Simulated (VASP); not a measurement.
Ir: single point with revPBE

The system is Ir.

```xyz
2
Lattice="2.6416 0.0000 0.0000 -1.3208 2.2877 0.0000 0.0000 0.0000 4.2838" Properties=species:S:1:pos:R:3 pbc="T T T"
Ir    0.0000    1.5251    1.0710
Ir    1.3208    0.7626    3.2129
```

This cell differs from its parent crystal: volume scaled by 0.88.

```yaml
Program: VASP 6.6.1
Task: single point
Functional: revPBE
Potentials_or_basis: VASP PAW PBE potentials, release 64 (Ir)
Cutoff: 520 eV
k_mesh: 15 × 15 × 8
Occupations: fermi-dirac, width 0.1 eV
Spin: no spin polarisation
```

| Property | Result |
| --- | --- |
| Pressure | 59.4 GPa |
| Band gap on the k mesh | zero (band 9 reaches 13.38 eV, above the bottom of band 10 at 9.57 eV) |

Stress tensor (GPa, compression positive):
```
59.07  0.00  0.00
 0.00 59.07  0.00
 0.00  0.00 60.19
```

Levels at points of the mesh, in eV from the Fermi level:
| k point | band 6 | band 7 | band 8 | band 9 | band 10 | band 11 | band 12 | band 13 |
| --- | --- | --- | --- | --- | --- | --- | --- | --- |
| (0.00, 0.00, 0.00) | -3.68 | -3.68 | -2.75 | -2.75 | -1.07 | 0.30 | 0.30 | 7.98 |
| (0.00, 0.00, 0.50) | -4.58 | -4.58 | -4.58 | -0.54 | -0.54 | -0.54 | -0.54 | 13.58 |

Wall time 29 s on 1 thread of Intel(R) Xeon(R) Platinum 8488C (Sapphire Rapids), with other jobs on the host, peak memory 0.17 GiB.

Caveat: the PAW data sets were made with another functional, which shifts forces and pressure a little; spin-orbit coupling is left out, which moves the levels of the heavy elements.
